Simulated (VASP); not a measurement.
# Ti (P6_3/mmc) in VASP: notebook

Ti is run at these levels: PBE, r2SCAN; tasks: single point.

All numbers are computed with VASP 6.6.1; they aren't measurements. Logs are shortened: lines on timing, memory, paths and dates and some standing lists are left out, and cuts for length are marked.

## (1) The cell of the first run

Symmetry: P6_3/mmc, No. 194, hexagonal system. Conventional cell: a = 2.936 Å, b = 2.936 Å, c = 4.658 Å, α = 90.00°, β = 90.00°, γ = 120.00°. Within 3.8 Å of Ti (site symmetry -6m2) lie 12 Ti at 2.88 to 2.94 Å.

## (2) Single point, PBE

The input, INCAR:

```
SYSTEM = Ti
PREC = Accurate
ENCUT = 520
EDIFF = 1E-6
ISMEAR = -1
SIGMA = 0.02
LREAL = .FALSE.
LASPH = .TRUE.
NELM = 60
ALGO = Normal
ISIF = 2
LWAVE = .FALSE.
LCHARG = .TRUE.
GGA = PE
LELF = .TRUE.
LVHAR = .TRUE.
NBANDS = 19
```

The input, KPOINTS:

```
regular mesh
0
G
  12 12 6
  0 0 0
```

The input, POSCAR:

```
Ti
1.0
    2.9356544193      0.0000000000      0.0000000000
   -1.4678272097      2.5423513039      0.0000000000
    0.0000000000      0.0000000000      4.6583093122
Ti
2
Direct
    0.3333333333      0.6666666667      0.2500000000
    0.6666666667      0.3333333333      0.7500000000
```

Potentials or basis: VASP PAW PBE potentials, release 64 (Ti_sv).

The run is started by

```sh
cat potpaw_PBE.64/Ti_sv/POTCAR > POTCAR
mpirun -np 1 vasp_std > vasp.out
```

OUTCAR:

```text
SYSTEM = Ti
   PREC = Accurate
   ENCUT = 520
   EDIFF = 1E-6
   ISMEAR = -1
   LREAL = .FALSE.
   LASPH = .TRUE.
   NELM = 60
   ISIF = 2
   GGA = PE

 ion  position               nearest neighbor table
   1  0.333  0.667  0.250-   2 2.88   2 2.88   2 2.88   2 2.88   2 2.88   2 2.88
   2  0.667  0.333  0.750-   1 2.88   1 2.88   1 2.88   1 2.88   1 2.88   1 2.88

  LATTYP: Found a hexagonal cell.
 ALAT       =     2.9356544193
 C/A-ratio  =     1.5868043873

  Lattice vectors:

 A1 = (   2.9356544193,   0.0000000000,   0.0000000000)
 A2 = (  -1.4678272097,   2.5423513039,   0.0000000000)
 A3 = (   0.0000000000,   0.0000000000,   4.6583093122)

Analysis of symmetry for initial positions (statically):
=====================================================================
 Subroutine PRICEL returns:
 Original cell was already a primitive cell.

 Routine SETGRP: Setting up the symmetry group for a
 hexagonal supercell.

 Subroutine GETGRP returns: Found 24 space group operations
 (whereof 12 operations were pure point group operations)
 out of a pool of 24 trial point group operations.

The static configuration has the point symmetry D_3d.
 The point group associated with its full space group is D_6h.

Analysis of symmetry for dynamics (positions and initial velocities):
=====================================================================
 Subroutine PRICEL returns:
 Original cell was already a primitive cell.

 Routine SETGRP: Setting up the symmetry group for a
 hexagonal supercell.

 Subroutine GETGRP returns: Found 24 space group operations
 (whereof 12 operations were pure point group operations)
 out of a pool of 24 trial point group operations.

The dynamic configuration has the point symmetry D_3d.
 The point group associated with its full space group is D_6h.

 Subroutine INISYM returns: Found 24 space group operations
 (whereof 12 operations are pure point group operations),
 and found     1 'primitive' translations

----------------------------------------------------------------------------------------

                                     Primitive cell

  volume of cell :      34.7671

  direct lattice vectors                    reciprocal lattice vectors
     2.935654419  0.000000000  0.000000000     0.340639550  0.196668336  0.000000000
    -1.467827210  2.542351304  0.000000000     0.000000000  0.393336672  0.000000000
     0.000000000  0.000000000  4.658309312     0.000000000  0.000000000  0.214670159

[... 81 lines left out ...]
   ENCUT  =  520.0 eV  38.22 Ry    6.18 a.u.   5.46  5.46  8.66*2*pi/ulx,y,z
   NELM   =     60;   NELMIN=  2; NELMDL= -5     # of ELM steps
   EDIFF  = 0.1E-05   stopping-criterion for ELM
   LREAL  =      F    real-space projection
   EDIFFG = 0.1E-04   stopping-criterion for IOM
   NSW    =      0    number of steps for IOM
   IBRION =     -1    ionic relax: 0-MD 1-quasi-New 2-CG
   NFREE  =      0    steps in history (QN), initial steepest desc. (CG)
   ISIF   =      2    stress and relaxation
   ISYM   =      2    0-nonsym 1-usesym 2-fastsym
   POTIM  = 0.5000    time-step for ionic-motion
   TEBEG  =    0.0;   TEEND  =   0.0 temperature during run
   PSTRESS=    0.0 pullay stress
   NELECT =      24.0000    total number of electrons
   NUPDOWN=      -1.0000    fix difference up-down
   EMIN   =  10.00;   EMAX   =-10.00  energy-range for DOS
   EFERMI =   0.00;   METHOD = LEGACY
   ISMEAR =    -1;   SIGMA  =   0.02  broadening in eV -4-tet -1-fermi 0-gaus
   EFERMI_NEDOS =   21; number of points for ismear=-14 and -15
   IALGO  =     38    algorithm
   IMIX   =      4    mixing-type and parameters
     AMIX     =   0.40;   BMIX     =  1.00
     AMIX_MAG =   1.60;   BMIX_MAG =  1.00
  volume/ion in A,a.u.               =      17.38       117.31
  Fermi-wavevector in a.u.,A,eV,Ry     =   1.446846  2.734142 28.481937  2.093363
  Thomas-Fermi vector in A             =   2.564868
   LORBIT       =      0    0 simple, 1 ext, 2 COOP (PROOUT), +10 PAW based schemes
   GGA     = PE    functional components
   LHFCALC =     F    Hartree Fock is set to
   AEXX    =    0.0000 exact exchange contribution
   IVDW    =     0    specifies the selected vdW correction
   LEPSILON=     F    determine dielectric tensor
   LRPA    =     F    only Hartree local field effects (RPA)
 non-spin polarized calculation
  energy-cutoff  :      520.00
  volume of cell :       34.77
 maximum number of plane-waves:       965
 NGX is ok and might be reduce to    24
   NGX = 11   NGY = 11   NGZ = 17

 number of electron      24.0000000 magnetization

 Free energy of the ion-electron system (eV)
  ---------------------------------------------------
  ext. energy  EPLUGINS =         0.00000000
  ---------------------------------------------------
  free energy    TOTEN  =       -15.67253575 eV

  energy without entropy =      -15.66966391  energy(sigma->0) =      -15.67109983

 E-fermi :   8.3697     XC(G=0): -11.4931

 val. band max:        8.3600056405   @ k =   0.1667  -0.0000   0.1667
 cond. band min:       8.3963492126   @ k =   0.0833   0.0000   0.1667
 fundamental gap:      0.0363435720
 Fermi energy:         8.3696653420

 k-point     1 :       0.0000    0.0000    0.0000
  band No.  band energies     occupation
      1     -48.5331      2.00000
      2     -48.3979      2.00000
      3     -25.1191      2.00000
      4     -24.4772      2.00000
      5     -24.4772      2.00000
      6     -24.4159      2.00000
[... 505 lines left out ...]
      6     -24.5754      2.00000
[... 11 lines left out ...]
     18      11.0392      0.00000
     19      11.7568      0.00000

 [... further k-points ...]

------------------------ aborting loop because EDIFF is reached ----------------------------------------

  FORCE on cell =-STRESS in cart. coord.  units (eV):
  Direction    XX          YY          ZZ          XY          YZ          ZX
  --------------------------------------------------------------------------------------
  -------------------------------------------------------------------------------------
  Total       -0.0512208     -0.0512208     -0.0641441      0.0000000     -0.0000000      0.0000000
  in kB       -2.3604159     -2.3604159     -2.9559607      0.0000000     -0.0000000      0.0000000
  external PRESSURE =      -2.5589308 kB  Pullay stress =       0.0000000 kB

 VOLUME and BASIS-vectors are now :
 -----------------------------------------------------------------------------
  energy-cutoff  :      520.00
  volume of cell :       34.77
      direct lattice vectors                 reciprocal lattice vectors
     2.935654419  0.000000000  0.000000000     0.340639550  0.196668336  0.000000000
    -1.467827210  2.542351304  0.000000000     0.000000000  0.393336672  0.000000000
     0.000000000  0.000000000  4.658309312     0.000000000  0.000000000  0.214670159

 POSITION                                       TOTAL-FORCE (eV/Angst)
 -----------------------------------------------------------------------------------
     -0.00000      1.69490      1.16458         0.000000     -0.000000      0.000000
      1.46783      0.84745      3.49373        -0.000000      0.000000      0.000000
 -----------------------------------------------------------------------------------
    total drift:                               -0.000000      0.000000     -0.000000

  FREE ENERGIE OF THE ION-ELECTRON SYSTEM (eV)
  ---------------------------------------------------
  free  energy   TOTEN  =       -15.6725357532 eV

  energy  without entropy=      -15.6696639069  energy(sigma->0) =      -15.67109983
```

OSZICAR:

```text
N       E                     dE             d eps       ncg     rms          rms(c)
DAV:   1     0.266682141021E+03    0.26668E+03   -0.13070E+04  2888   0.157E+03
DAV:   2     0.127563764725E+02   -0.25393E+03   -0.24996E+03  2972   0.444E+02
DAV:   3    -0.164091168161E+02   -0.29165E+02   -0.28829E+02  5331   0.124E+02
DAV:   4    -0.177008869007E+02   -0.12918E+01   -0.12895E+01  3365   0.268E+01
DAV:   5    -0.177606126833E+02   -0.59726E-01   -0.59718E-01  4273   0.415E+00    0.118E+01
DAV:   6    -0.156704406844E+02    0.20902E+01   -0.76031E+00  3354   0.276E+01    0.297E+00
DAV:   7    -0.156536172417E+02    0.16823E-01   -0.68283E-01  4307   0.609E+00    0.205E+00
DAV:   8    -0.156802861947E+02   -0.26669E-01   -0.20261E-01  3206   0.514E+00    0.698E-01
DAV:   9    -0.156721601936E+02    0.81260E-02   -0.46227E-02  3318   0.216E+00    0.712E-02
DAV:  10    -0.156724818497E+02   -0.32166E-03   -0.27682E-03  4166   0.315E-01    0.841E-02
DAV:  11    -0.156725461076E+02   -0.64258E-04   -0.16976E-04  3445   0.869E-02    0.327E-02
DAV:  12    -0.156725339587E+02    0.12149E-04   -0.34166E-05  3554   0.452E-02    0.757E-03
DAV:  13    -0.156725352628E+02   -0.13042E-05   -0.12964E-06  2118   0.110E-02    0.614E-04
DAV:  14    -0.156725357532E+02   -0.49040E-06   -0.21303E-07  1543   0.442E-03
   1 F= -.15672536E+02 E0= -.15671100E+02  d E =-.287185E-02
```

stdout:

```text
POSCAR found type information on POSCAR Ti
 POSCAR found :  1 types and       2 ions
 scaLAPACK will be used
 LDA part: xc-table for (Slater+PW92), standard interpolation
 POSCAR, INCAR and KPOINTS ok, starting setup
 FFT: planning ... GRIDC
 FFT: planning ... GRID_SOFT
 FFT: planning ... GRID
 WAVECAR not read
 entering main loop
```

Run time: 22 s. Hardware: 1 thread of Intel Xeon 6975P-C (Granite Rapids), shared host; peak memory 0.17 GiB.

Results:

```yaml
Free_energy: -15.6725 eV
Pressure: -0.3 GPa
Band_gap_on_the_k_mesh: zero (bands 12 and 13 overlap by 1.00 eV)
```

## (3) Single point, PBE

This run uses another cell than the first one, of 17.31 Å³/atom.

The input, INCAR:

```
SYSTEM = Ti
  PREC = Accurate
  ENCUT = 520
  EDIFF = 1E-6
  ISMEAR = -1
  SIGMA = 0.02
  LREAL = .False.
  LASPH = .True.
  NELM = 60
  ALGO = Normal
  ISIF = 2
  LWAVE = .False.
  LCHARG = .False.
  GGA = PE
  NBANDS = 19
```

The input, KPOINTS:

```
Automatic mesh
0
Gamma
  12 12 6
  0 0 0
```

The input, POSCAR:

```
Ti
1.0
    2.9306052420      0.0000000000      0.0000000000
   -1.4653026210      2.5379785880      0.0000000000
    0.0000000000      0.0000000000      4.6545805381
Ti
2
Direct
    0.3333333333      0.6666666667      0.2500000000
    0.6666666667      0.3333333333      0.7500000000
```

Potentials or basis: VASP PAW PBE potentials, release 64 (Ti_sv).

The run is started by

```sh
cat potpaw_PBE.64/Ti_sv/POTCAR > POTCAR
mpirun -np 1 vasp_std > vasp.out
```

Run time: 20 s. Hardware: 1 thread of Intel Xeon 6975P-C (Granite Rapids), shared host; peak memory 0.17 GiB.

The run converged. Its results:

```yaml
Free_energy: -15.6725 eV
Pressure: 0.2 GPa
Band_gap_on_the_k_mesh: zero (bands 12 and 13 overlap by 1.00 eV)
```

Stress tensor (GPa, compression positive):
```
0.27 0.00 0.00
0.00 0.27 0.00
0.00 0.00 0.10
```

Levels at points of the mesh, in eV from the Fermi level:
| k point | band 8 | band 9 | band 10 | band 11 | band 12 | band 13 | band 14 | band 15 | band 16 | band 17 |
| --- | --- | --- | --- | --- | --- | --- | --- | --- | --- | --- |
| (0.00, 0.00, 0.00) | -32.73 | -6.26 | -2.74 | 0.71 | 0.74 | 0.74 | 0.83 | 1.23 | 1.23 | 1.60 |
| (0.50, 0.00, 0.00) | -32.81 | -2.39 | -2.21 | -1.90 | -0.66 | 0.45 | 0.58 | 1.13 | 3.32 | 3.54 |
| (0.00, 0.00, 0.50) | -32.79 | -4.40 | -4.40 | 0.03 | 0.03 | 0.65 | 0.65 | 0.65 | 0.65 | 2.77 |
| (0.50, 0.00, 0.50) | -32.89 | -2.59 | -2.59 | -0.86 | -0.86 | 1.29 | 1.29 | 1.70 | 1.70 | 3.46 |

## (4) Single point, r2SCAN

This run uses another cell than the first one, of 17.31 Å³/atom.

POSCAR is that of step 3.

The input, INCAR.step1:

```
SYSTEM = Ti
ALGO = Normal ; EDIFF = 1E-4
ENCUT = 520 ; GGA = PE
ISMEAR = -1 ; LASPH = .TRUE.
LCHARG = .FALSE. ; LREAL = .FALSE.
LWAVE = .TRUE. ; NBANDS = 19
NELM = 60 ; PREC = Accurate
SIGMA = 0.02
```

The input, INCAR.step2:

```
SYSTEM = Ti
ALGO = Normal ; EDIFF = 1E-7
ENCUT = 520 ; ISIF = 2
ISMEAR = -1 ; ISTART = 1
LASPH = .TRUE. ; LCHARG = .TRUE.
LELF = .TRUE. ; LMIXTAU = .TRUE.
LREAL = .FALSE. ; LVHAR = .TRUE.
LWAVE = .FALSE. ; METAGGA = R2SCAN
NBANDS = 19 ; NELM = 60
PREC = Accurate ; SIGMA = 0.02
```

The input, KPOINTS:

```
k-points
0
G
  12 12 6
  0 0 0
```

The run is started by

```sh
cat potpaw_PBE.64/Ti_sv/POTCAR > POTCAR
cp INCAR.step1 INCAR
mpirun -np 1 vasp_std > vasp.out
cp INCAR.step2 INCAR
mpirun -np 1 vasp_std > vasp.out
```

Wall time 1.8 min (1 thread of Intel Xeon 6975P-C (Granite Rapids), shared host); peak memory 0.18 GiB.

The run converged. Its results:

| Quantity | Value |
| --- | --- |
| Free energy | -25.9018 eV |
| Pressure | 0.4 GPa |
| Band gap on the k mesh | zero (bands 12 and 13 overlap by 1.22 eV) |

Levels at points of the mesh, in eV from the Fermi level:
```csv
k point,band 9,band 10,band 11,band 12,band 13,band 14,band 15,band 16
"(0.00, 0.00, 0.00)",-6.67,-2.91,0.50,0.83,0.83,0.91,1.36,1.36
"(0.50, 0.00, 0.00)",-2.56,-2.33,-1.99,-0.87,0.59,0.65,1.22,3.52
"(0.00, 0.00, 0.50)",-4.73,-4.73,0.01,0.01,0.75,0.75,0.75,0.75
"(0.50, 0.00, 0.50)",-2.73,-2.73,-0.92,-0.92,1.22,1.22,1.88,1.88
```

Caveat: the PAW data sets were made with another functional, which shifts forces and pressure a little.

## (5) The runs side by side

```tsv
level	cell	gap on the mesh (eV)	pressure (GPa)
PBE	a = 2.936, b = 2.936, c = 4.658 Å, angles 90.0, 90.0, 120.0°, 2 atoms	none	-0.3
PBE	a = 2.931, b = 2.931, c = 4.655 Å, angles 90.0, 90.0, 120.0°, 2 atoms	none	0.2
r2SCAN	a = 2.931, b = 2.931, c = 4.655 Å, angles 90.0, 90.0, 120.0°, 2 atoms	none	0.4
```

Alike in all rows: task single point; potentials or basis VASP PAW PBE potentials, release 64 (Ti_sv); no spin polarisation; k mesh 12 × 12 × 6; cutoff (eV) 520; smearing fermi-dirac 0.02 eV.

Caveats: the PAW data sets were made with another functional, which shifts forces and pressure a little (at least some runs).

Absolute energies hang on the potentials; compare differences alone.
